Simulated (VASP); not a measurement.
# Hf (R-3m) in VASP: notebook

The runs below take Hf through electric field gradients, with PBE.

Program: VASP 6.6.1. These are calculated values, not measurements. Logs are shortened: lines on timing, memory, paths and dates and some standing lists are left out, and cuts for length are marked.

## 1. The cell of the first run

It takes space group R-3m (No. 166, trigonal). Conventional cell: a = 5.182 Å, b = 5.182 Å, c = 3.033 Å, α = 90.00°, β = 90.00°, γ = 120.00°. Hf (site symmetry -3m) has 14 Hf at 3.03 to 3.61 Å within 4.0 Å.

## 2. Electric field gradients, PBE (equal xy, yz and zx shear strains of -3 %)

INCAR

```
ALGO = Normal
EDIFF = 1E-8
ENCUT = 520
GGA = PE
ISIF = 2
ISMEAR = -1
LASPH = T
LCHARG = F
LEFG = T
LREAL = F
LWAVE = F
NBANDS = 11
NELM = 80
PREC = Accurate
SIGMA = 0.05
```

KPOINTS

```
k-points
0
Gamma
  14 14 14
```

POSCAR

```
Hf
1.0
   -1.8591500000      1.8050000000      1.8050000000
    1.8050000000     -1.8591500000      1.8050000000
    1.8050000000      1.8050000000     -1.8591500000
Hf
1
Direct
    0.0000000000      0.0000000000      0.0000000000
```

Potentials or basis: VASP PAW PBE potentials, release 64 (Hf_pv).

On the command line:

```console
> cat potpaw_PBE.64/Hf_pv/POTCAR > POTCAR
> mpirun -np 1 vasp_std > vasp.out
```

OUTCAR:

```text
EDIFF = 1E-8
   ENCUT = 520
   GGA = PE
   ISIF = 2
   ISMEAR = -1
   LASPH = T
   LREAL = F
   NELM = 80
   PREC = Accurate

 ion  position               nearest neighbor table
   1  0.000  0.000  0.000-

  LATTYP: Found a trigonal (rhomboedric) cell.
 ALAT       =     3.1579247493
 COS(alpha) =    -0.3463033748

  Lattice vectors:

 A1 = (  -1.8591500000,   1.8050000000,   1.8050000000)
 A2 = (   1.8050000000,  -1.8591500000,   1.8050000000)
 A3 = (   1.8050000000,   1.8050000000,  -1.8591500000)

Analysis of symmetry for initial positions (statically):
=====================================================================
 Subroutine PRICEL returns:
 Original cell was already a primitive cell.

 Routine SETGRP: Setting up the symmetry group for a
 trigonal (rhombohedral) supercell.

 Subroutine GETGRP returns: Found 12 space group operations
 (whereof 12 operations were pure point group operations)
 out of a pool of 12 trial point group operations.

The static configuration has the point symmetry D_3d.

Analysis of symmetry for dynamics (positions and initial velocities):
=====================================================================
 Subroutine PRICEL returns:
 Original cell was already a primitive cell.

 Routine SETGRP: Setting up the symmetry group for a
 trigonal (rhombohedral) supercell.

 Subroutine GETGRP returns: Found 12 space group operations
 (whereof 12 operations were pure point group operations)
 out of a pool of 12 trial point group operations.

The dynamic configuration has the point symmetry D_3d.

 Subroutine INISYM returns: Found 12 space group operations
 (whereof 12 operations are pure point group operations),
 and found     1 'primitive' translations

----------------------------------------------------------------------------------------

                                     Primitive cell

  volume of cell :      23.5069

  direct lattice vectors                    reciprocal lattice vectors
    -1.859150000  1.805000000  1.805000000     0.008440657  0.281355249  0.281355249
     1.805000000 -1.859150000  1.805000000     0.281355249  0.008440657  0.281355249
     1.805000000  1.805000000 -1.859150000     0.281355249  0.281355249  0.008440657

  length of vectors
     3.157924749  3.157924749  3.157924749     0.397985925  0.397985925  0.397985925

  position of ions in fractional coordinates (direct lattice)
     0.000000000  0.000000000  0.000000000

  ion indices of the primitive-cell ions
   primitive index   ion index
                 1           1

----------------------------------------------------------------------------------------

 KPOINTS: k-points

Automatic generation of k-mesh.
 Grid dimensions read from file:
 generate k-points for:   14   14   14

 Generating k-lattice:

  Cartesian coordinates                     Fractional coordinates (reciprocal lattice)
     0.000602904  0.020096803  0.020096803     0.071428571 -0.000000000 -0.000000000
     0.020096803  0.000602904  0.020096803    -0.000000000  0.071428571 -0.000000000
     0.020096803  0.020096803  0.000602904    -0.000000000 -0.000000000  0.071428571

  Length of vectors
     0.028427566  0.028427566  0.028427566

  Shift w.r.t. Gamma in fractional coordinates (k-lattice)
     0.000000000  0.000000000  0.000000000

 Subroutine IBZKPT returns following result:
 ===========================================

 Found    288 irreducible k-points:

 Following reciprocal coordinates:
            Coordinates               Weight
  0.000000  0.000000  0.000000      1.000000
  0.071429  0.000000  0.000000      6.000000
  0.142857 -0.000000 -0.000000      6.000000
  0.214286 -0.000000 -0.000000      6.000000
  0.285714 -0.000000 -0.000000      6.000000
  0.357143  0.000000  0.000000      6.000000
[... 16 lines left out ...]
  0.214286  0.142857  0.000000     12.000000
  0.285714  0.142857 -0.000000     12.000000
 [... further k-points ...]
   k-points           NKPTS =    288   k-points in BZ     NKDIM =    288   number of bands    NBANDS=     11
   number of dos      NEDOS =    301   number of ions     NIONS =      1
   total plane-waves  NPLWV =  13824
   dimension x,y,z NGX =    24 NGY =   24 NGZ =   24
   dimension x,y,z NGXF=    48 NGYF=   48 NGZF=   48
   ions per type =               1
   NGX,Y,Z   is equivalent  to a cutoff of  12.63, 12.63, 12.63 a.u.
   NGXF,Y,Z  is equivalent  to a cutoff of  25.27, 25.27, 25.27 a.u.
 SYSTEM =  unknown system
   PREC   = accura    normal or accurate (medium, high low for compatibility)
   ISTART =      0    job   : 0-new  1-cont  2-samecut
   ICHARG =      2    charge: 1-file 2-atom 10-const
   ISPIN  =      1    spin polarized calculation?
   LNONCOLLINEAR =      F non collinear calculations
   LSORBIT =      F    spin-orbit coupling
   LASPH  =      T    aspherical Exc in radial PAW
   ENCUT  =  520.0 eV  38.22 Ry    6.18 a.u.   5.87  5.87  5.87*2*pi/ulx,y,z
   NELM   =     80;   NELMIN=  2; NELMDL= -5     # of ELM steps
   EDIFF  = 0.1E-07   stopping-criterion for ELM
   LREAL  =      F    real-space projection
   EDIFFG = 0.1E-06   stopping-criterion for IOM
   NSW    =      0    number of steps for IOM
   IBRION =     -1    ionic relax: 0-MD 1-quasi-New 2-CG
   NFREE  =      0    steps in history (QN), initial steepest desc. (CG)
   ISIF   =      2    stress and relaxation
   ISYM   =      2    0-nonsym 1-usesym 2-fastsym
   POTIM  = 0.5000    time-step for ionic-motion
   TEBEG  =    0.0;   TEEND  =   0.0 temperature during run
   PSTRESS=    0.0 pullay stress
   NELECT =      10.0000    total number of electrons
   NUPDOWN=      -1.0000    fix difference up-down
   EMIN   =  10.00;   EMAX   =-10.00  energy-range for DOS
   EFERMI =   0.00;   METHOD = LEGACY
   ISMEAR =    -1;   SIGMA  =   0.05  broadening in eV -4-tet -1-fermi 0-gaus
   EFERMI_NEDOS =   21; number of points for ismear=-14 and -15
   IALGO  =     38    algorithm
   IMIX   =      4    mixing-type and parameters
     AMIX     =   0.40;   BMIX     =  1.00
     AMIX_MAG =   1.60;   BMIX_MAG =  1.00
  volume/ion in A,a.u.               =      23.51       158.63
  Fermi-wavevector in a.u.,A,eV,Ry     =   1.231241  2.326708 20.625807  1.515954
  Thomas-Fermi vector in A             =   2.366058
   LORBIT       =      0    0 simple, 1 ext, 2 COOP (PROOUT), +10 PAW based schemes
   GGA     = PE    functional components
   LHFCALC =     F    Hartree Fock is set to
   AEXX    =    0.0000 exact exchange contribution
   IVDW    =     0    specifies the selected vdW correction
   LEPSILON=     F    determine dielectric tensor
   LRPA    =     F    only Hartree local field effects (RPA)
 non-spin polarized calculation
  energy-cutoff  :      520.00
  volume of cell :       23.51
 maximum number of plane-waves:       651
   NGX = 11   NGY = 11   NGZ = 11

 number of electron      10.0000000 magnetization

 Free energy of the ion-electron system (eV)
  ---------------------------------------------------
  ext. energy  EPLUGINS =         0.00000000
  ---------------------------------------------------
  free energy    TOTEN  =        -9.72032983 eV

  energy without entropy =       -9.70280527  energy(sigma->0) =       -9.71156755

 E-fermi :   4.2410     XC(G=0): -11.0596

 val. band max:        4.2362674378   @ k =  -0.3571   0.1429   0.0714
 cond. band min:       4.2530910848   @ k =  -0.1429  -0.2857   0.0714
 fundamental gap:      0.0168236470
 Fermi energy:         4.2410228085

 k-point     1 :       0.0000    0.0000    0.0000
  band No.  band energies     occupation
      1     -25.8022      2.00000
      2     -25.8022      2.00000
      3     -25.7323      2.00000
      4      -2.6247      2.00000
      5       5.3189      0.00000
      6       5.9019      0.00000
      7       5.9019      0.00000
      8       8.4280      0.00000
      9       8.4280      0.00000
     10      16.8406      0.00000
     11      17.3310      0.00000

 k-point     2 :       0.0714    0.0000    0.0000
  band No.  band energies     occupation
      1     -25.8214      2.00000
      2     -25.8018      2.00000
      3     -25.7659      2.00000
      4      -2.4399      2.00000
      5       5.4288      0.00000
      6       5.7727      0.00000
      7       5.9642      0.00000
      8       8.1693      0.00000
      9       8.4012      0.00000
     10      17.0619      0.00000
     11      17.3260      0.00000
[... 295 lines left out ...]
 k-point    24 :       0.2857    0.1429   -0.0000
  band No.  band energies     occupation
      1     -26.4076      2.00000
      2     -25.9902      2.00000
      3     -25.8337      2.00000
      4       1.1010      2.00000
      5       3.9643      1.99213
      6       4.3970      0.08465
      7       7.8001      0.00000
      8       8.8022      0.00000
      9      10.3189      0.00000
     10      15.1286      0.00000
     11      16.6102      0.00000

 [... further k-points ...]

------------------------ aborting loop because EDIFF is reached ----------------------------------------

  FORCE on cell =-STRESS in cart. coord.  units (eV):
  Direction    XX          YY          ZZ          XY          YZ          ZX
  --------------------------------------------------------------------------------------
  -------------------------------------------------------------------------------------
  Total       -0.7625351     -0.7625351     -0.7625351      0.1969197      0.1969197      0.1969197
  in kB      -51.9726638    -51.9726638    -51.9726638     13.4216020     13.4216020     13.4216020
  external PRESSURE =     -51.9726638 kB  Pullay stress =       0.0000000 kB

 VOLUME and BASIS-vectors are now :
 -----------------------------------------------------------------------------
  energy-cutoff  :      520.00
  volume of cell :       23.51
      direct lattice vectors                 reciprocal lattice vectors
    -1.859150000  1.805000000  1.805000000     0.008440657  0.281355249  0.281355249
     1.805000000 -1.859150000  1.805000000     0.281355249  0.008440657  0.281355249
     1.805000000  1.805000000 -1.859150000     0.281355249  0.281355249  0.008440657

 POSITION                                       TOTAL-FORCE (eV/Angst)
 -----------------------------------------------------------------------------------
      0.00000      0.00000      0.00000        -0.000000     -0.000000      0.000000
 -----------------------------------------------------------------------------------
    total drift:                                0.000000      0.000000      0.000000

  FREE ENERGIE OF THE ION-ELECTRON SYSTEM (eV)
  ---------------------------------------------------
  free  energy   TOTEN  =        -9.7203298293 eV

  energy  without entropy=       -9.7028052739  energy(sigma->0) =       -9.71156755

 Electric field gradients (V/A^2)
---------------------------------------------------------------------
 ion       V_xx      V_yy      V_zz      V_xy      V_xz      V_yz
---------------------------------------------------------------------
   1      -0.000     0.000     0.000    35.895    35.895    35.895
---------------------------------------------------------------------

 Electric field gradients after diagonalization (V/A^2)
 (convention: |V_zz| > |V_xx| > |V_yy|)
----------------------------------------------------------------------
 ion       V_xx      V_yy      V_zz     asymmetry (V_yy - V_xx)/ V_zz
----------------------------------------------------------------------
   1     -35.895   -35.895    71.789       0.000
----------------------------------------------------------------------

           NMR quadrupolar parameters

 Cq : quadrupolar parameter    Cq=e*Q*V_zz/h
 eta: asymmetry parameters     (V_yy - V_xx)/ V_zz
 Q  : nuclear electric quadrupole moment in mb (millibarn)
----------------------------------------------------------------------
 ion       Cq(MHz)       eta       Q (mb)
----------------------------------------------------------------------
   1       0.174       0.000       1.000
----------------------------------------------------------------------
```

It took 76 s on 1 thread of Intel Xeon 8259CL, shared host; peak memory 0.2 GiB.

Results:

```
Free energy                             : -9.7203 eV
Pressure                                : -5.2 GPa
Band gap on the k mesh                  : zero (bands 5 and 6 overlap by 2.10 eV)
Largest electric field gradient by atom : Hf +71.8 V/Å²
```

Electric field gradients, principal values (V/Å²):
```csv
atom,least,middle,greatest (by size)
1 Hf,-35.895,-35.895,71.789
```

Caveat: the cell differs from its parent crystal (equal xy, yz and zx shear strains of -3 %); the cell stands under tension; without QUAD_EFG the Cq values of the log hold for a quadrupole moment of 1 mb, not for the nuclei; spin-orbit coupling is left out, which moves the levels of the heavy elements.

## 3. Electric field gradients, PBE (equal xy, yz and zx shear strains of +2 %)

INCAR

```
PREC = Accurate
ENCUT = 520
EDIFF = 1E-8
ISMEAR = -1
SIGMA = 0.05
LREAL = F
LASPH = T
NELM = 100
ALGO = Normal
ISIF = 2
LWAVE = F
LCHARG = F
GGA = PE
LEFG = T
NBANDS = 11
```

KPOINTS

```
regular mesh
0
Gamma
  14 14 14
```

POSCAR

```
Hf
1.0
   -1.7689000000      1.8050000000      1.8050000000
    1.8050000000     -1.7689000000      1.8050000000
    1.8050000000      1.8050000000     -1.7689000000
Hf
1
Direct
    0.0000000000      0.0000000000      0.0000000000
```

Potentials or basis: VASP PAW PBE potentials, release 64 (Hf_pv).

On the command line:

```console
> cat potpaw_PBE.64/Hf_pv/POTCAR > POTCAR
> mpirun -np 1 vasp_std > vasp.out
```

OUTCAR:

```text
PREC = Accurate
   ENCUT = 520
   EDIFF = 1E-8
   ISMEAR = -1
   LREAL = F
   LASPH = T
   NELM = 100
   ISIF = 2
   GGA = PE

 ion  position               nearest neighbor table
   1  0.000  0.000  0.000-

  LATTYP: Found a trigonal (rhomboedric) cell.
 ALAT       =     3.1056492413
 COS(alpha) =    -0.3242805026

  Lattice vectors:

[... 542 lines left out ...]
 -----------------------------------------------------------------------------------
    total drift:                                0.000000      0.000000      0.000000

  FREE ENERGIE OF THE ION-ELECTRON SYSTEM (eV)
  ---------------------------------------------------
  free  energy   TOTEN  =        -9.7249584577 eV

  energy  without entropy=       -9.7072364063  energy(sigma->0) =       -9.71609743

 Electric field gradients (V/A^2)
---------------------------------------------------------------------
 ion       V_xx      V_yy      V_zz      V_xy      V_xz      V_yz
---------------------------------------------------------------------
   1       0.000    -0.000     0.000   -18.200   -18.200   -18.200
---------------------------------------------------------------------

 Electric field gradients after diagonalization (V/A^2)
 (convention: |V_zz| > |V_xx| > |V_yy|)
----------------------------------------------------------------------
 ion       V_xx      V_yy      V_zz     asymmetry (V_yy - V_xx)/ V_zz
----------------------------------------------------------------------
   1      18.200    18.200   -36.400       0.000
----------------------------------------------------------------------

           NMR quadrupolar parameters

 Cq : quadrupolar parameter    Cq=e*Q*V_zz/h
 eta: asymmetry parameters     (V_yy - V_xx)/ V_zz
 Q  : nuclear electric quadrupole moment in mb (millibarn)
----------------------------------------------------------------------
 ion       Cq(MHz)       eta       Q (mb)
----------------------------------------------------------------------
   1      -0.088       0.000       1.000
----------------------------------------------------------------------
```

OSZICAR:

```text
N       E                     dE             d eps       ncg     rms          rms(c)
DAV:   1     0.128339388640E+02    0.12834E+02   -0.56915E+03  6360   0.833E+02
DAV:   2    -0.962483258197E+01   -0.22459E+02   -0.21763E+02  7922   0.154E+02
DAV:   3    -0.101010770403E+02   -0.47624E+00   -0.47020E+00  7955   0.153E+01
DAV:   4    -0.101030341546E+02   -0.19571E-02   -0.19568E-02  7167   0.119E+00
DAV:   5    -0.101030461553E+02   -0.12001E-04   -0.12001E-04  8000   0.822E-02    0.439E+01
DAV:   6    -0.981799846855E+01    0.28505E+00   -0.25078E-01  7062   0.364E+00    0.252E+01
DAV:   7    -0.972911948100E+01    0.88879E-01   -0.33011E-01  7254   0.405E+00    0.114E+00
DAV:   8    -0.972493409275E+01    0.41854E-02   -0.20633E-02  7032   0.105E+00    0.100E-01
DAV:   9    -0.972495316070E+01   -0.19068E-04   -0.33291E-04  8409   0.154E-01    0.531E-02
DAV:  10    -0.972495855954E+01   -0.53988E-05   -0.23034E-05  7337   0.368E-02    0.215E-02
DAV:  11    -0.972495859717E+01   -0.37631E-07   -0.35734E-06  7607   0.136E-02    0.255E-03
DAV:  12    -0.972495851047E+01    0.86698E-07   -0.87783E-08  7324   0.264E-03    0.199E-03
DAV:  13    -0.972495845522E+01    0.55248E-07   -0.68958E-09  4588   0.693E-04    0.660E-04
DAV:  14    -0.972495845768E+01   -0.24518E-08   -0.66789E-10  4071   0.237E-04
   1 F= -.97249585E+01 E0= -.97160974E+01  d E =-.177221E-01
```

It took 79 s on 1 thread of Intel Xeon 8259CL, shared host; peak memory 0.2 GiB.

Results:

| Quantity | Value |
| --- | --- |
| Free energy | -9.7250 eV |
| Pressure | -5.2 GPa |
| Band gap on the k mesh | zero (bands 5 and 6 overlap by 2.04 eV) |
| Largest electric field gradient by atom | Hf -36.4 V/Å² |

Electric field gradients, principal values (V/Å²):
| atom | least | middle | greatest (by size) |
| --- | --- | --- | --- |
| 1 Hf | 18.200 | 18.200 | -36.400 |

Caveat: the cell differs from its parent crystal (equal xy, yz and zx shear strains of +2 %); the cell stands under tension; without QUAD_EFG the Cq values of the log hold for a quadrupole moment of 1 mb, not for the nuclei; spin-orbit coupling is left out, which moves the levels of the heavy elements.

(Continued in part 2 of 2.)
